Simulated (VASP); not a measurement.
# As (P-1) in VASP: a series of runs

As is run at these levels: LDA; tasks: single point.

Everything below comes from runs of VASP 6.6.1. Logs are shortened: lines on timing, memory, paths and dates and some standing lists are left out, and cuts for length are marked.

### Step 1. The cell of the first run

The typed cell holds 2 atoms: a = 4.046 Å, b = 4.130 Å, c = 4.143 Å, α = 54.56°, β = 54.13°, γ = 54.74°.

### Step 2. Single point, LDA (equal xy, yz and zx shear strains of -2 %)

File INCAR:

```
PREC     = Accurate       # precision mode
ENCUT    = 520            # plane-wave cutoff, eV
EDIFF    = 1E-6           # SCF threshold, eV
ISMEAR   = -1             # smearing method
SIGMA    = 0.05           # smearing width, eV
LREAL    = F              # projectors in reciprocal space
LASPH    = T              # aspherical terms in the spheres
NELM     = 100            # most SCF steps
ALGO     = Normal         # electronic algorithm
ISIF     = 2              # what is computed and relaxed
LWAVE    = F              # write WAVECAR
LCHARG   = F              # write CHGCAR
NBANDS   = 12             # bands
```

File KPOINTS:

```
Automatic mesh
0
Gamma
  13 13 13
```

File POSCAR:

```
As
1.0
    1.8340390190      1.0316186607      3.4561197669
   -1.9254598960      1.0692136499      3.4937147560
   -0.0131522229     -2.2054054106      3.5074754771
As
2
Direct
    0.2275400000      0.2275400000      0.2275400000
    0.7724600000      0.7724600000      0.7724600000
```

Potentials or basis: VASP PAW LDA potentials, release 64 (As).

Command:

```console
cat potpaw_LDA.64/As/POTCAR > POTCAR
mpirun -np 1 vasp_std > vasp.out
```

OUTCAR:

```text
PREC = Accurate
   ENCUT = 520
   EDIFF = 1E-6
   ISMEAR = -1
   LREAL = F
   LASPH = T
   NELM = 100
   ISIF = 2

 ion  position               nearest neighbor table
   1  0.228  0.228  0.228-   2 2.49   2 2.52   2 2.53
   2  0.772  0.772  0.772-   1 2.49   1 2.52   1 2.53

  LATTYP: Found a triclinic cell.
 ALAT       =     3.7598748461
 B/A-ratio  =     1.0085784349
 C/A-ratio  =     1.0761845764
 COS(alpha) =     0.0115123551
 COS(beta)  =     0.4421259433
 COS(gamma) =     0.5128311706

  Lattice vectors:

 A1 = (  -3.7594989150,   0.0375949892,   0.0375949891)
 A2 = (  -1.9123076731,   3.2746190605,  -0.0137607211)
 A3 = (  -1.8340390190,  -1.0316186607,  -3.4561197669)

Analysis of symmetry for initial positions (statically):
=====================================================================
 Subroutine PRICEL returns:
 Original cell was already a primitive cell.

 Routine SETGRP: Setting up the symmetry group for a
 triclinic supercell.

 Subroutine GETGRP returns: Found  2 space group operations
 (whereof  2 operations were pure point group operations)
 out of a pool of  2 trial point group operations.

The static configuration has the point symmetry S_2 .

Analysis of symmetry for dynamics (positions and initial velocities):
=====================================================================
 Subroutine PRICEL returns:
 Original cell was already a primitive cell.

 Routine SETGRP: Setting up the symmetry group for a
 triclinic supercell.

 Subroutine GETGRP returns: Found  2 space group operations
 (whereof  2 operations were pure point group operations)
 out of a pool of  2 trial point group operations.

The dynamic configuration has the point symmetry S_2 .

 Subroutine INISYM returns: Found  2 space group operations
 (whereof  2 operations are pure point group operations),
 and found     1 'primitive' translations

----------------------------------------------------------------------------------------

                                     Primitive cell

  volume of cell :      42.6538

  direct lattice vectors                    reciprocal lattice vectors
     1.834039019  1.031618661  3.456119767     0.268564301  0.157255563  0.099885085
    -1.925459896  1.069213650  3.493714756    -0.263528982  0.151880884  0.094510406
    -0.013152223 -2.205405411  3.507475477    -0.002136949 -0.306238077  0.092543137

  length of vectors
     4.046319319  4.129970513  4.143231858     0.326853372  0.318508311  0.319922738
[... 85 lines left out ...]
   IBRION =     -1    ionic relax: 0-MD 1-quasi-New 2-CG
   NFREE  =      0    steps in history (QN), initial steepest desc. (CG)
   ISIF   =      2    stress and relaxation
   ISYM   =      2    0-nonsym 1-usesym 2-fastsym
   POTIM  = 0.5000    time-step for ionic-motion
   TEBEG  =    0.0;   TEEND  =   0.0 temperature during run
   PSTRESS=    0.0 pullay stress
   NELECT =      10.0000    total number of electrons
   NUPDOWN=      -1.0000    fix difference up-down
   EMIN   =  10.00;   EMAX   =-10.00  energy-range for DOS
   EFERMI =   0.00;   METHOD = LEGACY
   ISMEAR =    -1;   SIGMA  =   0.05  broadening in eV -4-tet -1-fermi 0-gaus
   EFERMI_NEDOS =   21; number of points for ismear=-14 and -15
   IALGO  =     38    algorithm
   IMIX   =      4    mixing-type and parameters
     AMIX     =   0.40;   BMIX     =  1.00
     AMIX_MAG =   1.60;   BMIX_MAG =  1.00
  volume/ion in A,a.u.               =      21.33       143.92
  Fermi-wavevector in a.u.,A,eV,Ry     =   1.009459  1.907601 13.864445  1.019008
  Thomas-Fermi vector in A             =   2.142389
   LORBIT       =      0    0 simple, 1 ext, 2 COOP (PROOUT), +10 PAW based schemes
   GGA     = CA    functional components
   LHFCALC =     F    Hartree Fock is set to
   AEXX    =    0.0000 exact exchange contribution
   IVDW    =     0    specifies the selected vdW correction
   LEPSILON=     F    determine dielectric tensor
   LRPA    =     F    only Hartree local field effects (RPA)
 non-spin polarized calculation
  energy-cutoff  :      520.00
  volume of cell :       42.65
 maximum number of plane-waves:      1164
 NGX is ok and might be reduce to    30
   NGX = 15   NGY = 15   NGZ = 15

 number of electron      10.0000000 magnetization

 number of electron       9.9999999 magnetization

 Free energy of the ion-electron system (eV)
  ---------------------------------------------------
  ext. energy  EPLUGINS =         0.00000000
  ---------------------------------------------------
  free energy    TOTEN  =       -10.76053142 eV

  energy without entropy =      -10.75918165  energy(sigma->0) =      -10.75985653

 E-fermi :   5.5609     XC(G=0): -10.2043

 val. band max:        5.5436299944   @ k =   0.0769   0.0769   0.4615
 cond. band min:       5.5839303359   @ k =  -0.3846   0.0769   0.0000
 fundamental gap:      0.0403003415
 Fermi energy:         5.5608752616

 k-point     1 :       0.0000    0.0000    0.0000
  band No.  band energies     occupation
      1      -9.5537      2.00000
      2      -0.2898      2.00000
      3       2.9958      2.00000
      4       3.3622      2.00000
      5       3.7391      2.00000
      6       7.2641      0.00000
      7       8.3302      0.00000
      8       8.6258      0.00000
      9      12.2000      0.00000
     10      12.4655      0.00000
     11      12.7816      0.00000
     12      14.1387      0.00000
[... 331 lines left out ...]
 k-point    24 :       0.2308    0.1538   -0.0000
  band No.  band energies     occupation
      1      -8.8755      2.00000
      2      -2.0265      2.00000
      3       1.9291      2.00000
      4       2.6711      2.00000
      5       4.5272      2.00000
      6       6.7592      0.00000
      7       7.9317      0.00000
      8       8.9016      0.00000
      9      10.8018      0.00000
     10      12.9854      0.00000
     11      13.8653      0.00000
     12      15.2590      0.00000

 [... further k-points ...]
[... 5 lines left out ...]
  --------------------------------------------------------------------------------------
  -------------------------------------------------------------------------------------
  Total       -0.3857355     -0.0003613     -0.4625278      0.0998531      0.4059684      0.2165781
  in kB      -14.4891230     -0.0135723    -17.3736189      3.7507148     15.2491186      8.1351774
  external PRESSURE =     -10.6254380 kB  Pullay stress =       0.0000000 kB

 VOLUME and BASIS-vectors are now :
 -----------------------------------------------------------------------------
  energy-cutoff  :      520.00
  volume of cell :       42.65
      direct lattice vectors                 reciprocal lattice vectors
     1.834039019  1.031618661  3.456119767     0.268564301  0.157255563  0.099885085
    -1.925459896  1.069213650  3.493714756    -0.263528982  0.151880884  0.094510406
    -0.013152223 -2.205405411  3.507475477    -0.002136949 -0.306238077  0.092543137

 POSITION                                       TOTAL-FORCE (eV/Angst)
 -----------------------------------------------------------------------------------
     -0.02379     -0.02379      2.37946         0.094334      0.130339      0.138637
     -0.08078     -0.08078      8.07785        -0.094334     -0.130339     -0.138637
 -----------------------------------------------------------------------------------
    total drift:                               -0.000000      0.000000     -0.000000

  FREE ENERGIE OF THE ION-ELECTRON SYSTEM (eV)
  ---------------------------------------------------
  free  energy   TOTEN  =       -10.7605314228 eV

  energy  without entropy=      -10.7591816462  energy(sigma->0) =      -10.75985653
```

OSZICAR:

```text
N       E                     dE             d eps       ncg     rms          rms(c)
DAV:   1     0.276643422716E+02    0.27664E+02   -0.41838E+03 26376   0.695E+02
DAV:   2    -0.916119339174E+01   -0.36826E+02   -0.35181E+02 35368   0.111E+02
DAV:   3    -0.108001156998E+02   -0.16389E+01   -0.16324E+01 33236   0.242E+01
DAV:   4    -0.108084118811E+02   -0.82962E-02   -0.82954E-02 29920   0.196E+00
DAV:   5    -0.108084339750E+02   -0.22094E-04   -0.22094E-04 32988   0.109E-01    0.359E+00
DAV:   6    -0.107766919076E+02    0.31742E-01   -0.90047E-03 29796   0.490E-01    0.212E+00
DAV:   7    -0.107605596130E+02    0.16132E-01   -0.17271E-02 29744   0.696E-01    0.723E-02
DAV:   8    -0.107605271928E+02    0.32420E-04   -0.50726E-04 30752   0.140E-01    0.229E-02
DAV:   9    -0.107605316341E+02   -0.44413E-05   -0.29588E-05 32184   0.306E-02    0.100E-02
DAV:  10    -0.107605314228E+02    0.21135E-06   -0.15436E-06 20912   0.681E-03
   1 F= -.10760531E+02 E0= -.10759857E+02  d E =-.134978E-02
```

Run time: 8.7 min. Hardware: 1 thread of Oxide Virtual Turin-like, shared host; peak memory 0.51 GiB.

Results:

```
Free energy            : -10.7605 eV
Pressure               : -1.1 GPa
Largest force          : 0.212 eV/Å
Band gap on the k mesh : zero (band 5 reaches 5.82 eV, above the bottom of band 6 at 5.26 eV)
```

Forces in eV/Å, atoms in the order of the input:
```
As   0.094  0.130  0.139
As  -0.094 -0.130 -0.139
```

Stress tensor (GPa, compression positive):
```
-1.45  0.38  0.81
 0.38  0.00  1.52
 0.81  1.52 -1.74
```

Caveat: the cell differs from its parent crystal (equal xy, yz and zx shear strains of -2 %).

### Step 3. Single point, LDA (equal xy, yz and zx shear strains of -1 %)

File INCAR:

```
SYSTEM = As
ALGO     = Normal         ! electronic algorithm
EDIFF    = 1E-6           ! SCF threshold, eV
ENCUT    = 520            ! plane-wave cutoff, eV
ISIF     = 2              ! what is computed and relaxed
ISMEAR   = -1             ! smearing method
LASPH    = .True.         ! aspherical terms in the spheres
LCHARG   = .False.        ! write CHGCAR
LREAL    = .False.        ! projectors in reciprocal space
LWAVE    = .False.        ! write WAVECAR
NBANDS   = 12             ! bands
NELM     = 60             ! most SCF steps
PREC     = Accurate       ! precision mode
SIGMA    = 0.05           ! smearing width, eV
```

File KPOINTS:

```
k-points
0
Gamma
  13 13 13
  0 0 0
```

File POSCAR:

```
As
1.0
    1.8568942382      1.0584462580      3.4709448834
   -1.9026046768      1.0772437526      3.4897423780
   -0.0065761114     -2.1879765606      3.4966227386
As
2
Direct
    0.2275400000      0.2275400000      0.2275400000
    0.7724600000      0.7724600000      0.7724600000
```

Potentials or basis: VASP PAW LDA potentials, release 64 (As).

Command:

```console
cat potpaw_LDA.64/As/POTCAR > POTCAR
mpirun -np 1 vasp_std > vasp.out
```

Run time: 9.2 min. Hardware: 1 thread of Oxide Virtual Turin-like, shared host; peak memory 0.51 GiB.

It converged, with:

| Item | Value |
| --- | --- |
| Free energy | -10.7660 eV |
| Pressure | -1.1 GPa |
| Largest force | 0.161 eV/Å |
| Band gap on the k mesh | zero (band 5 reaches 5.77 eV, above the bottom of band 6 at 5.31 eV) |

Forces on the atoms (eV/Å):
```
As   0.047  0.066  0.139
As  -0.047 -0.066 -0.139
```

Stress tensor (GPa, compression positive):
```
-1.09  0.19  0.41
 0.19 -0.39  0.76
 0.41  0.76 -1.80
```

Levels at points of the mesh, in eV from the Fermi level:
| k point | band 1 | band 2 | band 3 | band 4 | band 5 | band 6 | band 7 | band 8 | band 9 | band 10 |
| --- | --- | --- | --- | --- | --- | --- | --- | --- | --- | --- |
| (0.00, 0.00, 0.00) | -15.13 | -5.87 | -2.57 | -2.14 | -1.94 | 1.69 | 2.82 | 2.97 | 6.69 | 6.82 |

Caveat: the cell differs from its parent crystal (equal xy, yz and zx shear strains of -1 %).
